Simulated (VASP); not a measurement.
Runs of VASP 6.6.1 on HfN. The structure is that of space group P6_3/mmc (No. 194), or close to it. The cells are those of the table. 

| task | level | potentials or basis | cell | cutoff (eV) | gap on the mesh (eV) | pressure (GPa) |
| --- | --- | --- | --- | --- | --- | --- |
| relaxation of cell and atoms | PBEsol | VASP PAW PBE potentials, release 64 (Hf_pv, N) | relaxed to 5 GPa from a = 3.134, b = 3.134, c = 5.417 Å, angles 90.0, 90.0, 120.0°, 4 atoms | 600 | none | 5.0 |
| single point | LDA | VASP PAW LDA potentials, release 64 (Hf_pv, N) | a = 3.195, b = 3.195, c = 5.523 Å, angles 90.0, 90.0, 120.0°, 4 atoms | 520 | none | -23.3 |
| single point | r2SCAN | VASP PAW PBE potentials, release 64 (Hf_pv, N) | a = 3.175, b = 3.175, c = 5.488 Å, angles 90.0, 90.0, 120.0°, 4 atoms | 520 | none | (b) |
| single point | PBEsol | VASP PAW PBE potentials, release 64 (Hf_pv, N) | a = 3.108, b = 3.108, c = 5.362 Å, angles 90.0, 90.0, 120.0°, 4 atoms | 520 | none | 2.9 |
| single point | LDA | VASP PAW LDA potentials, release 64 (Hf_pv, N) | a = 3.134, b = 3.134, c = 5.417 Å, angles 90.0, 90.0, 120.0°, 4 atoms | 520 | none | -10.1 |
| single point | PBEsol | VASP PAW PBE potentials, release 64 (Hf_pv, N) | a = 3.119, b = 3.119, c = 5.380 Å, angles 90.0, 90.0, 120.0°, 4 atoms | 520 | none | -0.1 |
| single point | PBEsol | VASP PAW PBE potentials, release 64 (Hf_pv, N) | a = 3.061, b = 3.061, c = 5.283 Å, angles 90.0, 90.0, 120.0°, 4 atoms | 520 | none | 17.9 |
| single point | LDA | VASP PAW LDA potentials, release 64 (Hf_pv, N) | a = 3.155, b = 3.155, c = 5.453 Å, angles 90.0, 90.0, 120.0°, 4 atoms | 520 | none | (a) |
| relaxation of cell and atoms | PBEsol | VASP PAW PBE potentials, release 64 (Hf_pv, N) | relaxed to 20 GPa from a = 3.134, b = 3.134, c = 5.417 Å, angles 90.0, 90.0, 120.0°, 4 atoms | 600 | none | 20.0 |
| single point | r2SCAN | VASP PAW PBE potentials, release 64 (Hf_pv, N) | a = 3.134, b = 3.134, c = 5.417 Å, angles 90.0, 90.0, 120.0°, 4 atoms | 520 | none | -0.3 |
| single point | LDA | VASP PAW LDA potentials, release 64 (Hf_pv, N) | a = 3.175, b = 3.175, c = 5.488 Å, angles 90.0, 90.0, 120.0°, 4 atoms | 520 | none | -19.4 |
| single point | PBEsol | VASP PAW PBE potentials, release 64 (Hf_pv, N) | a = 3.092, b = 3.092, c = 5.334 Å, angles 90.0, 90.0, 120.0°, 4 atoms | 520 | none | (c) |

Alike in all rows: no spin polarisation; k mesh 10 × 10 × 5; smearing fermi-dirac 0.05 eV.

Q: Estimate the missing entries.

A: (a) -15.0; (b) -10.5; (c) 7.9.

Caveats: spin-orbit coupling is left out, which moves the levels of the heavy elements; the PAW data sets were made with another functional, which shifts forces and pressure a little (at least some runs); the cell stands under tension (at least some runs); the cell is relaxed towards a set pressure, so the run minimises the enthalpy, not the energy (at least some runs); the cell stands under pressure (at least some runs).

A k mesh can miss the band edges, and the runs leave out spin-orbit coupling on Hf.

A gap of «none» marks levels without a gap at the run's occupations.
